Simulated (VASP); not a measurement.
Set up this calculation in VASP 6.6.1, as the native input.

```
Task                   : single point
Functional             : PBE
Potentials or basis    : VASP PAW PBE potentials, release 64 (Te)
Cutoff                 : 520 eV
k mesh                 : 15 × 15 × 15
Occupations            : fermi-dirac, width 0.05 eV
Spin                   : no spin polarisation
Dipole correction      : no
Further INCAR settings : ALGO = Normal; EDIFF = 1e-06; NBANDS = 9
```

The structure of Te lies in POSCAR:

```
Te
1.0
   -1.9314995462      1.9314995462      1.9314995462
    1.9314995462     -1.9314995462      1.9314995462
    1.9314995462      1.9314995462     -1.9314995462
Te
1
Direct
    0.0000000000      0.0000000000      0.0000000000
```

One way to write it, as run:

INCAR

```
SYSTEM = Te
  PREC = Accurate
  ENCUT = 520
  EDIFF = 1E-6
  ISMEAR = -1
  SIGMA = 0.05
  LREAL = .FALSE.
  LASPH = .TRUE.
  NELM = 80
  ALGO = Normal
  ISIF = 2
  LWAVE = .FALSE.
  LCHARG = .TRUE.
  GGA = PE
  LELF = .TRUE.
  LVHAR = .TRUE.
  NBANDS = 9
```

KPOINTS

```
Automatic mesh
0
G
  15 15 15
  0 0 0
```

Potentials or basis: VASP PAW PBE potentials, release 64 (Te).

Command:

```bash
$ cat potpaw_PBE.64/Te/POTCAR > POTCAR
$ mpirun -np 1 vasp_std > vasp.out
```

It gave:

```
Pressure               : -0.5 GPa
Band gap on the k mesh : zero (band 3 reaches 10.59 eV, above the bottom of band 4 at 4.82 eV)
```

Caveat: spin-orbit coupling is left out, which moves the levels of the heavy elements.

It used 37 s of CPU time on 1 thread of AMD EPYC 7R13 Processor (Zen 3), with other jobs on the host.
